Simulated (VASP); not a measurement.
Input of a VASP 6.6.1 run:

INCAR

```
SYSTEM = MgF2
  PREC = Accurate
  ENCUT = 600
  EDIFF = 1E-6
  ISMEAR = 0
  SIGMA = 0.02
  LREAL = .FALSE.
  LASPH = .TRUE.
  NELM = 120
  ALGO = Normal
  ISIF = 2
  LWAVE = .FALSE.
  LCHARG = .FALSE.
  GGA = PE
  NBANDS = 25
  GGA_COMPAT = .FALSE.
```

Contents of KPOINTS:

```
Automatic mesh
0
G
  6 6 8
  0 0 0
```

The input POSCAR:

```
MgF2
1.0
    4.4861899013      0.0000000000      0.0000000000
    0.0000000000      4.4861899013      0.0000000000
    0.0000000000      0.0000000000      3.1941528983
Mg F
2 4
Direct
    0.5000000000      0.5000000000      0.5000000000
    0.0000000000      0.0000000000      0.0000000000
    0.6952986136      0.6952986136      0.0000000000
    0.8047013864      0.1952986136      0.5000000000
    0.3047013864      0.3047013864      0.0000000000
    0.1952986136      0.8047013864      0.5000000000
```

Potentials or basis: VASP PAW PBE potentials, release 64 (Mg, F).

Launch:

```console
$ cat potpaw_PBE.64/Mg/POTCAR potpaw_PBE.64/F/POTCAR > POTCAR
$ mpirun -np 1 vasp_std > vasp.out
```

**Question.** Estimate the pressure.

**Answer.** 4.9 GPa.

**Question.** Predict the band gap on the k mesh.

**Answer.** 7.09 eV, direct.

Forces on the atoms (eV/Å):
```
Mg   0.000  0.000  0.000
Mg   0.000  0.000  0.000
F   -0.001 -0.001  0.000
F    0.001 -0.001  0.000
F    0.001  0.001  0.000
F   -0.001  0.001  0.000
```

Caveat: the cell differs from its parent crystal (biaxial strain in the a-b plane: -4.5 %, then relaxed in part). A k mesh can miss the band edges.
